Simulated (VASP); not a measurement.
Set up this calculation in VASP 6.6.1, as the native input.

```yaml
Task: single point
Functional: r2SCAN
Potentials_or_basis: VASP PAW PBE potentials, release 64 (Zr_sv, Si)
Cutoff: 520 eV
k_mesh: 6 × 6 × 8
Occupations: gaussian, width 0.1 eV
Spin: no spin polarisation
Dipole_correction: no
Further_INCAR_settings: ALGO = Normal; EDIFF = 1e-06; NBANDS = 50
```

Crystal: Zr3Si.

```
CELL_PARAMETERS angstrom
6.09833 0.00000 0.00000
-3.04917 5.28131 0.00000
0.00000 0.00000 4.94702
ATOMIC_POSITIONS crystal
Zr 0.34523 0.17262 0.75000
Zr 0.82738 0.17262 0.75000
Zr 0.82738 0.65477 0.75000
Zr 0.65477 0.82738 0.25000
Zr 0.17262 0.82738 0.25000
Zr 0.17262 0.34523 0.25000
Si 0.66667 0.33333 0.25000
Si 0.33333 0.66667 0.75000
```

One way to write it, as run:

POSCAR

```
Zr3Si
1.0
    6.0983314776      0.0000000000      0.0000000000
   -3.0491657388      5.2813099803      0.0000000000
    0.0000000000      0.0000000000      4.9470163327
Zr Si
6 2
Direct
    0.3452321778      0.1726160889      0.7500000000
    0.8273839111      0.1726160889      0.7500000000
    0.8273839111      0.6547678222      0.7500000000
    0.6547678222      0.8273839111      0.2500000000
    0.1726160889      0.8273839111      0.2500000000
    0.1726160889      0.3452321778      0.2500000000
    0.6666666667      0.3333333333      0.2500000000
    0.3333333333      0.6666666667      0.7500000000
```

INCAR.step1

```
ALGO = Normal
EDIFF = 1E-4
ENCUT = 520
GGA = PE
ISMEAR = 0
LASPH = True
LCHARG = False
LREAL = False
LWAVE = True
NBANDS = 50
NELM = 80
PREC = Accurate
SIGMA = 0.1
```

INCAR.step2

```
ALGO = Normal
EDIFF = 1E-6
ENCUT = 520
ISIF = 2
ISMEAR = 0
ISTART = 1
LASPH = True
LCHARG = False
LMIXTAU = True
LREAL = False
LWAVE = False
METAGGA = R2SCAN
NBANDS = 50
NELM = 80
PREC = Accurate
SIGMA = 0.1
```

KPOINTS

```
k-points
0
Gamma
  6 6 8
```

Potentials or basis: VASP PAW PBE potentials, release 64 (Zr_sv, Si).

Launch:

```sh
$ cat potpaw_PBE.64/Zr_sv/POTCAR potpaw_PBE.64/Si/POTCAR > POTCAR
$ cp INCAR.step1 INCAR
$ mpirun -np 1 vasp_std > vasp.out
$ cp INCAR.step2 INCAR
$ mpirun -np 1 vasp_std > vasp.out
```

It gave:

- Pressure: 0.0 GPa
- Largest force: 0.011 eV/Å
- Band gap on the k mesh: zero (bands 40 and 41 overlap by 0.55 eV)

Caveat: the PAW data sets were made with another functional, which shifts forces and pressure a little.

It took 21 min on 1 thread of Intel(R) Xeon(R) Platinum 8375C CPU @ 2.90GHz (Ice Lake) (shared host), peak memory 0.44 GiB.
